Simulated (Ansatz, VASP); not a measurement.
## Two plane-wave programs on Pt

```
Pt
1.0
     0.00000    1.98506    1.98506
     1.98506    0.00000    1.98506
     1.98506    1.98506    0.00000
Pt
1
Direct
  0.00000 0.00000 0.00000
```

Alike in both runs: functional PBE; k mesh 18 × 18 × 18; occupations gaussian, width 0.1 eV; no spin polarisation.

Ansatz relaxed the structure, and its values are those at the end. VASP's run is a single point on that final structure, the one shown.

|  | VASP | Ansatz |
| --- | --- | --- |
| version | VASP 6.6.1 | Ansatz 0.2.0 |
| potentials or method | VASP PAW PBE potentials, release 64 (Pt), cutoff 520 eV | scalar-relativistic, plane waves, PAW |
| valence electrons in the cell | 10 | 18 |

VASP gave:

```
gap on the k mesh at the Fermi level (eV) : none
pressure (GPa)                            : -0.5
```

Problem. What did Ansatz give for the same quantities?

Solution. gap on the k mesh at the Fermi level (eV): none; pressure (GPa): 0.0.

A gap of «none» marks a metal or a gap that the smearing closes. VASP's potentials hold 10 valence electrons a cell and Ansatz's 18, so a difference there can come from the potentials and not from the codes.

Spin-orbit coupling is off throughout.
